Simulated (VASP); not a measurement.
# Sb in VASP: a series of runs

Runs on Sb. Level: PBE+D3(BJ). Tasks: single point.

Everything below comes from runs of VASP 6.6.1. Logs are shortened: lines on timing, memory, paths and dates and some standing lists are left out, and cuts for length are marked.

## 1. The cell of the first run

The cell holds a slab with vacuum, 12 atoms: a = 6.123 Å, b = 6.123 Å, c = 22.123 Å, α = 90.00°, β = 90.00°, γ = 90.00°.

## 2. Single point, PBE+D3(BJ)

Contents of INCAR:

```
  ALGO = Normal
  DIPOL = 0.5 0.5 0.500
  EDIFF = 1E-6
  ENCUT = 520
  GGA = PE
  IDIPOL = 3
  ISIF = 2
  ISMEAR = 0
  IVDW = 12
  LASPH = True
  LCHARG = True
  LDIPOL = True
  LELF = True
  LREAL = False
  LVACPOTAV = True
  LVHAR = True
  LWAVE = False
  NBANDS = 42
  NELM = 100
  PREC = Accurate
  SIGMA = 0.1
```

Contents of KPOINTS:

```
k-points
0
Gamma
  3 3 1
```

Contents of POSCAR:

```
Sb
1.0
    6.1229478380      0.0000000000      0.0000000000
    0.0000000000      6.1229478380      0.0000000000
    0.0000000000      0.0000000000     22.1229478380
Sb
12
Direct
    0.0000000000      0.0000000000      0.3616154619
    0.0000000000      0.5000000000      0.3616154619
    0.5000000000      0.0000000000      0.3616154619
    0.5000000000      0.5000000000      0.3616154619
    0.0000000000      0.0000000000      0.5004461995
    0.0000000000      0.5000000000      0.5004461995
    0.5000000000      0.0000000000      0.5004461995
    0.5000000000      0.5000000000      0.5004461995
    0.0000000000      0.0000000000      0.6392884728
    0.0000000000      0.5000000000      0.6392884728
    0.5000000000      0.0000000000      0.6392884728
    0.5000000000      0.5000000000      0.6392884728
```

Potentials or basis: VASP PAW PBE potentials, release 64 (Sb).

On the command line:

```sh
cat potpaw_PBE.64/Sb/POTCAR > POTCAR
mpirun -np 1 vasp_std > vasp.out
```

OUTCAR:

```text
EDIFF = 1E-6
   ENCUT = 520
   GGA = PE
   ISIF = 2
   ISMEAR = 0
   IVDW = 12
   LASPH = True
   LREAL = False
   NELM = 100
   PREC = Accurate
 IVDW          = 12

 ion  position               nearest neighbor table
   1  0.000  0.000  0.362-   2 3.06   3 3.06   2 3.06   3 3.06   5 3.07
   2  0.000  0.500  0.362-   1 3.06   4 3.06   1 3.06   4 3.06   6 3.07
   3  0.500  0.000  0.362-   1 3.06   4 3.06   4 3.06   1 3.06   7 3.07
   4  0.500  0.500  0.362-   2 3.06   3 3.06   3 3.06   2 3.06   8 3.07
   5  0.000  0.000  0.500-   6 3.06   7 3.06   6 3.06   7 3.06   1 3.07   9 3.07
   6  0.000  0.500  0.500-   5 3.06   8 3.06   5 3.06   8 3.06   2 3.07  10 3.07
   7  0.500  0.000  0.500-   5 3.06   8 3.06   8 3.06   5 3.06   3 3.07  11 3.07
   8  0.500  0.500  0.500-   6 3.06   7 3.06   7 3.06   6 3.06   4 3.07  12 3.07
   9  0.000  0.000  0.639-  10 3.06  11 3.06  10 3.06  11 3.06   5 3.07
  10  0.000  0.500  0.639-   9 3.06  12 3.06   9 3.06  12 3.06   6 3.07
  11  0.500  0.000  0.639-   9 3.06  12 3.06  12 3.06   9 3.06   7 3.07
  12  0.500  0.500  0.639-  10 3.06  11 3.06  11 3.06  10 3.06   8 3.07
[... 7 lines left out ...]
 A1 = (   6.1229478380,   0.0000000000,   0.0000000000)
 A2 = (   0.0000000000,   6.1229478380,   0.0000000000)
 A3 = (   0.0000000000,   0.0000000000,  22.1229478380)

Analysis of symmetry for initial positions (statically):
=====================================================================
 Subroutine PRICEL returns following result:

  LATTYP: Found a simple tetragonal cell.
 ALAT       =     3.0614739190
 C/A-ratio  =     7.2262408315

  Lattice vectors:

 A1 = (   3.0614739190,   0.0000000000,   0.0000000000)
 A2 = (   0.0000000000,   3.0614739190,   0.0000000000)
 A3 = (   0.0000000000,   0.0000000000,  22.1229478380)

   4 primitive cells build up your supercell.

 Routine SETGRP: Setting up the symmetry group for a
 simple tetragonal supercell.

 Subroutine GETGRP returns: Found  8 space group operations
 (whereof  8 operations were pure point group operations)
 out of a pool of 16 trial point group operations.

The static configuration has the point symmetry C_4v.

Analysis of symmetry for dynamics (positions and initial velocities):
=====================================================================
 Subroutine PRICEL returns following result:

  LATTYP: Found a simple tetragonal cell.
 ALAT       =     3.0614739190
 C/A-ratio  =     7.2262408315

  Lattice vectors:

 A1 = (   3.0614739190,   0.0000000000,   0.0000000000)
[... 108 lines left out ...]
   EFERMI_NEDOS =   21; number of points for ismear=-14 and -15
   IALGO  =     38    algorithm
   IMIX   =      4    mixing-type and parameters
     AMIX     =   0.40;   BMIX     =  1.00
     AMIX_MAG =   1.60;   BMIX_MAG =  1.00
  volume/ion in A,a.u.               =      69.12       466.42
  Fermi-wavevector in a.u.,A,eV,Ry     =   0.682135  1.289049  6.330908  0.465309
  Thomas-Fermi vector in A             =   1.761121
   LORBIT       =      0    0 simple, 1 ext, 2 COOP (PROOUT), +10 PAW based schemes
   GGA     = PE    functional components
   LHFCALC =     F    Hartree Fock is set to
   AEXX    =    0.0000 exact exchange contribution
   IVDW    =    12    specifies the selected vdW correction
   LEPSILON=     F    determine dielectric tensor
   LRPA    =     F    only Hartree local field effects (RPA)
 non-spin polarized calculation
 Gauss-broadening in eV      SIGMA  =   0.10
  energy-cutoff  :      520.00
  volume of cell :      829.40
 maximum number of plane-waves:     22362
 NGX is ok and might be reduce to    48
   NGX = 23   NGY = 23   NGZ = 83

 dipolmoment           0.000000      0.000000     -0.000018 electrons x Angstroem

 number of electron      59.9999994 magnetization

 dipolmoment           0.000000      0.000000      0.000070 electrons x Angstroem

 Free energy of the ion-electron system (eV)
  ---------------------------------------------------
  ext. energy  EPLUGINS =         0.00000000
  ---------------------------------------------------
  free energy    TOTEN  =       -48.26797793 eV

  energy without entropy =      -48.25196931  energy(sigma->0) =      -48.25997362

 E-fermi :   0.6798     XC(G=0):  -4.6979

 val. band max:        0.6795229848   @ k =   0.0000   0.0000   0.0000
 cond. band min:       0.8458048208   @ k =   0.3333   0.0000   0.0000
 fundamental gap:      0.1662818360
 Fermi energy:         0.6798171794

 k-point     1 :       0.0000    0.0000    0.0000
  band No.  band energies     occupation
      1     -11.8222      2.00000
      2     -10.7794      2.00000
      3      -9.9193      2.00000
      4      -9.2425      2.00000
      5      -9.2425      2.00000
      6      -8.1573      2.00000
[... 124 lines left out ...]
     41       3.0741      0.00000
     42       3.0741      0.00000

------------------------ aborting loop because EDIFF is reached ----------------------------------------

 Edisp (eV)   -4.47989

 E8    (eV) :    -2.1618

  FORCE on cell =-STRESS in cart. coord.  units (eV):
  Direction    XX          YY          ZZ          XY          YZ          ZX
  --------------------------------------------------------------------------------------
  -------------------------------------------------------------------------------------
  Total      -2.29223    -2.29223     0.10808     0.00000     0.00000    -0.00000
  in kB      -4.42797    -4.42797     0.20878     0.00000     0.00000    -0.00000
  external pressure =       -2.88 kB  Pullay stress =        0.00 kB

 VOLUME and BASIS-vectors are now :
 -----------------------------------------------------------------------------
  energy-cutoff  :      520.00
  volume of cell :      829.40
      direct lattice vectors                 reciprocal lattice vectors
     6.122947838  0.000000000  0.000000000     0.163320026  0.000000000  0.000000000
     0.000000000  6.122947838  0.000000000     0.000000000  0.163320026  0.000000000
     0.000000000  0.000000000 22.122947838     0.000000000  0.000000000  0.045201933

 POSITION                                       TOTAL-FORCE (eV/Angst)
 -----------------------------------------------------------------------------------
      0.00000      0.00000      8.00000         0.000000      0.000000     -0.007361
      0.00000      3.06147      8.00000         0.000000     -0.000000     -0.007361
      3.06147      0.00000      8.00000        -0.000000      0.000000     -0.007361
      3.06147      3.06147      8.00000        -0.000000      0.000000     -0.007361
      0.00000      0.00000     11.07135        -0.000000      0.000000      0.000614
      0.00000      3.06147     11.07135         0.000000      0.000000      0.000614
      3.06147      0.00000     11.07135        -0.000000     -0.000000      0.000614
      3.06147      3.06147     11.07135        -0.000000     -0.000000      0.000614
      0.00000      0.00000     14.14295        -0.000000     -0.000000      0.006747
      0.00000      3.06147     14.14295        -0.000000     -0.000000      0.006747
      3.06147      0.00000     14.14295        -0.000000      0.000000      0.006747
      3.06147      3.06147     14.14295        -0.000000     -0.000000      0.006747
 -----------------------------------------------------------------------------------
    total drift:                               -0.000000      0.000000      0.000182

  FREE ENERGIE OF THE ION-ELECTRON SYSTEM (eV)
  ---------------------------------------------------
  free  energy   TOTEN  =       -52.7478698010 eV

  energy  without entropy=      -52.7318611793  energy(sigma->0) =      -52.73986549

 vacuum level on the upper side and lower side of the slab         4.967         4.967
```

OSZICAR:

```text
N       E                     dE             d eps       ncg     rms          rms(c)
DAV:   1     0.360338918418E+03    0.36034E+03   -0.17662E+04   252   0.102E+03
DAV:   2    -0.701677011794E+01   -0.36736E+03   -0.35360E+03   350   0.172E+02
DAV:   3    -0.467617776928E+02   -0.39745E+02   -0.38880E+02   304   0.612E+01
[... 16 lines left out ...]
DAV:  20    -0.482679419739E+02   -0.57864E-04   -0.29990E-06   188   0.418E-03    0.221E-03
DAV:  21    -0.482679615431E+02   -0.19569E-04   -0.12067E-06   208   0.234E-03    0.346E-03
DAV:  22    -0.482679759652E+02   -0.14422E-04   -0.13766E-06   212   0.223E-03    0.187E-03
DAV:  23    -0.482679774413E+02   -0.14761E-05   -0.84753E-08   186   0.908E-04    0.104E-03
DAV:  24    -0.482679779342E+02   -0.49284E-06   -0.78144E-08   140   0.792E-04
   1 F= -.52747870E+02 E0= -.52739865E+02  d E =-.160086E-01
```

stdout:

```text
POSCAR found type information on POSCAR Sb
 POSCAR found :  1 types and      12 ions
 scaLAPACK will be used
 LDA part: xc-table for (Slater+PW92), standard interpolation
 POSCAR, INCAR and KPOINTS ok, starting setup
 FFT: planning ... GRIDC
 FFT: planning ... GRID_SOFT
 FFT: planning ... GRID
 WAVECAR not read
 entering main loop
 -----------------------------------------------------------------------------
|                                                                             |
|           W    W    AA    RRRRR   N    N  II  N    N   GGGG   !!!           |
|           W    W   A  A   R    R  NN   N  II  NN   N  G    G  !!!           |
|           W    W  A    A  R    R  N N  N  II  N N  N  G       !!!           |
|           W WW W  AAAAAA  RRRRR   N  N N  II  N  N N  G  GGG   !            |
|           WW  WW  A    A  R   R   N   NN  II  N   NN  G    G                |
|           W    W  A    A  R    R  N    N  II  N    N   GGGG   !!!           |
|                                                                             |
|     Did not find any points to average over, which means that no vacuum     |
|     field-free region was found. Please increase the size of  your cell     |
|     in the dimension of the dipole correction to obtain accurate            |
|     workfunction values.                                                    |
|                                                                             |
 -----------------------------------------------------------------------------
```

It took 3.1 min on 1 thread of Intel Xeon 6975P-C (Granite Rapids), shared host; peak memory 0.73 GiB.

What came out:

| Item | Value |
| --- | --- |
| Free energy | -52.7479 eV |
| Largest force | 0.007 eV/Å |
| Band gap on the k mesh | zero (band 30 reaches 0.85 eV, above the bottom of band 31 at 0.52 eV) |
| Dispersion energy per atom | -0.373 eV |

Forces on the atoms (eV/Å):
```
Sb   0.000  0.000 -0.007
Sb   0.000  0.000 -0.007
Sb   0.000  0.000 -0.007
Sb   0.000  0.000 -0.007
Sb   0.000  0.000  0.001
Sb   0.000  0.000  0.001
Sb   0.000  0.000  0.001
Sb   0.000  0.000  0.001
Sb   0.000  0.000  0.007
Sb   0.000  0.000  0.007
Sb   0.000  0.000  0.007
Sb   0.000  0.000  0.007
```

Caveat: spin-orbit coupling is left out, which moves the levels of the heavy elements.

## 3. Single point, PBE+D3(BJ)

This run uses another cell than the first one, of 84.20 Å³/atom, 1.218 times its volume.

Contents of INCAR:

```
SYSTEM = Sb
PREC = Accurate
ENCUT = 520
EDIFF = 1E-6
ISMEAR = 0
SIGMA = 0.1
LREAL = .FALSE.
LASPH = .TRUE.
NELM = 80
ALGO = Normal
ISIF = 2
LWAVE = .FALSE.
LCHARG = .FALSE.
LDIPOL = .TRUE.
IDIPOL = 3
DIPOL = 0.5 0.5 0.410
GGA = PE
IVDW = 12
NBANDS = 42
```

Contents of KPOINTS:

```
regular mesh
0
G
  3 3 1
  0 0 0
```

Contents of POSCAR:

```
Sb
1.0
    6.1229478380      0.0000000000      0.0000000000
    0.0000000000      6.1229478380      0.0000000000
    0.0000000000      0.0000000000     26.9502478380
Sb
12
Direct
    0.0000000000      0.0000000000      0.2968432813
    0.0000000000      0.5000000000      0.2968432813
    0.5000000000      0.0000000000      0.2968432813
    0.5000000000      0.5000000000      0.2968432813
   -0.0100638597      0.0036876764      0.4104599051
    0.0098814344      0.5051747288      0.4110923764
    0.5096257148     -0.0022037870      0.4105472126
    0.4910704352      0.4963582859      0.4110355299
    0.0119340167      0.0052707126      0.5232134509
   -0.0106509475      0.4966320937      0.5242664107
    0.4882814787     -0.0044461012      0.5231329710
    0.5128256921      0.5043899371      0.5241595514
```

Potentials or basis: VASP PAW PBE potentials, release 64 (Sb).

On the command line:

```sh
cat potpaw_PBE.64/Sb/POTCAR > POTCAR
mpirun -np 1 vasp_std > vasp.out
```

OUTCAR:

```text
SYSTEM = Sb
   PREC = Accurate
   ENCUT = 520
   EDIFF = 1E-6
   ISMEAR = 0
   LREAL = .FALSE.
   LASPH = .TRUE.
   NELM = 80
   ISIF = 2
   GGA = PE
   IVDW = 12
 IVDW          = 12

 ion  position               nearest neighbor table
   1  0.000  0.000  0.297-   2 3.06   3 3.06   2 3.06   3 3.06   5 3.06
   2  0.000  0.500  0.297-   1 3.06   4 3.06   1 3.06   4 3.06   6 3.08
   3  0.500  0.000  0.297-   1 3.06   4 3.06   4 3.06   1 3.06   7 3.06
   4  0.500  0.500  0.297-   2 3.06   3 3.06   3 3.06   2 3.06   8 3.08
   5  0.990  0.004  0.410-   7 2.94   9 3.04   6 3.05   1 3.06   6 3.07   7 3.18
   6  0.010  0.505  0.411-   8 2.95  10 3.05   5 3.05   5 3.07   2 3.08   8 3.18
   7  0.510  0.998  0.411-   5 2.94  11 3.04   8 3.05   3 3.06   8 3.07   5 3.18
   8  0.491  0.496  0.411-   6 2.95  12 3.05   7 3.05   7 3.07   4 3.08   6 3.18
   9  0.012  0.005  0.523-  11 2.92  10 3.01   5 3.04  10 3.12  11 3.21
  10  0.989  0.497  0.524-  12 2.92   9 3.01   6 3.05   9 3.12  12 3.21
  11  0.488  0.996  0.523-   9 2.92  12 3.01   7 3.04  12 3.12   9 3.21
  12  0.513  0.504  0.524-  10 2.92  11 3.01   8 3.05  11 3.12  10 3.21

  LATTYP: Found a simple tetragonal cell.
 ALAT       =     6.1229478380
[... 422 lines left out ...]

 Edisp (eV)   -4.48916

 E8    (eV) :    -2.1690

  FORCE on cell =-STRESS in cart. coord.  units (eV):
  Direction    XX          YY          ZZ          XY          YZ          ZX
  --------------------------------------------------------------------------------------
  -------------------------------------------------------------------------------------
  Total       0.42897    -2.50376     0.30885     0.17822    -0.01367    -0.01865
  in kB       0.68023    -3.97027     0.48975     0.28261    -0.02168    -0.02958
  external pressure =       -0.93 kB  Pullay stress =        0.00 kB

 VOLUME and BASIS-vectors are now :
 -----------------------------------------------------------------------------
  energy-cutoff  :      520.00
  volume of cell :     1010.38
      direct lattice vectors                 reciprocal lattice vectors
     6.122947838  0.000000000  0.000000000     0.163320026  0.000000000  0.000000000
     0.000000000  6.122947838  0.000000000     0.000000000  0.163320026  0.000000000
     0.000000000  0.000000000 26.950247838     0.000000000  0.000000000  0.037105410

 POSITION                                       TOTAL-FORCE (eV/Angst)
 -----------------------------------------------------------------------------------
      0.00000      0.00000      8.00000         0.124979      0.012269     -0.020608
      0.00000      3.06147      8.00000        -0.120870      0.000988      0.029374
      3.06147      0.00000      8.00000        -0.125920     -0.009444     -0.022316
      3.06147      3.06147      8.00000         0.123471      0.001855      0.026356
      6.06133      0.02258     11.06200         0.001874     -0.031983     -0.024604
      0.06050      3.09316     11.07904         0.011567     -0.011682     -0.038656
      3.12041      6.10945     11.06435         0.003727      0.030175     -0.035460
      3.00680      3.03918     11.07751        -0.014502      0.006601     -0.038595
      0.07307      0.03227     14.10073         0.005832     -0.021681      0.052072
      6.05773      3.04085     14.12911        -0.004137      0.026245      0.002575
      2.98972      6.09572     14.09856        -0.001235      0.025358      0.060006
      3.14000      3.08835     14.12623        -0.004788     -0.028701      0.009857
 -----------------------------------------------------------------------------------
    total drift:                                0.000039     -0.000037     -0.000169

  FREE ENERGIE OF THE ION-ELECTRON SYSTEM (eV)
  ---------------------------------------------------
  free  energy   TOTEN  =       -52.7556056362 eV

  energy  without entropy=      -52.7323857037  energy(sigma->0) =      -52.74399567

 vacuum level on the upper side and lower side of the slab         3.983         4.001
```

OSZICAR:

```text
N       E                     dE             d eps       ncg     rms          rms(c)
DAV:   1     0.378066797596E+03    0.37807E+03   -0.17151E+04   420   0.995E+02
DAV:   2    -0.310784203079E+01   -0.38117E+03   -0.36872E+03   612   0.170E+02
DAV:   3    -0.466018054634E+02   -0.43494E+02   -0.42698E+02   494   0.623E+01
[... 17 lines left out ...]
DAV:  21    -0.482664369726E+02   -0.40073E-05   -0.14791E-07   334   0.121E-03    0.865E-04
DAV:  22    -0.482664409847E+02   -0.40121E-05   -0.23593E-07   286   0.906E-04    0.193E-04
DAV:  23    -0.482664424340E+02   -0.14493E-05   -0.48984E-08   310   0.459E-04    0.308E-04
DAV:  24    -0.482664447118E+02   -0.22778E-05   -0.58574E-08   292   0.459E-04    0.215E-04
DAV:  25    -0.482664449955E+02   -0.28365E-06   -0.61774E-09   238   0.208E-04
   1 F= -.52755606E+02 E0= -.52743996E+02  d E =-.232199E-01
```

stdout:

```text
POSCAR found type information on POSCAR Sb
 POSCAR found :  1 types and      12 ions
 scaLAPACK will be used
 LDA part: xc-table for (Slater+PW92), standard interpolation
 POSCAR, INCAR and KPOINTS ok, starting setup
 FFT: planning ... GRIDC
 FFT: planning ... GRID_SOFT
 FFT: planning ... GRID
 WAVECAR not read
 entering main loop
```

It took 5.3 min on 1 thread of Intel Xeon 6975P-C (Granite Rapids), shared host; peak memory 0.9 GiB.

What came out:

* Free energy: -52.7556 eV
* Largest force: 0.128 eV/Å
* Band gap on the k mesh: zero (band 30 reaches -0.05 eV, above the bottom of band 31 at -0.43 eV)
* Dispersion energy per atom: -0.374 eV

Forces on the atoms (eV/Å):
```
Sb   0.125  0.012 -0.021
Sb  -0.121  0.001  0.029
Sb  -0.126 -0.009 -0.022
Sb   0.123  0.002  0.026
Sb   0.002 -0.032 -0.025
Sb   0.012 -0.012 -0.039
Sb   0.004  0.030 -0.035
Sb  -0.015  0.007 -0.039
Sb   0.006 -0.022  0.052
Sb  -0.004  0.026  0.003
Sb  -0.001  0.025  0.060
Sb  -0.005 -0.029  0.010
```

Levels at points of the mesh, in eV from the Fermi level:
```tsv
k point	band 25	band 26	band 27	band 28	band 29	band 30	band 31	band 32	band 33	band 34
(0.00, 0.00, 0.00)	-2.57	-2.34	-1.99	-1.95	-0.39	0.05	0.07	0.60	2.15	2.42
```

Caveat: spin-orbit coupling is left out, which moves the levels of the heavy elements.
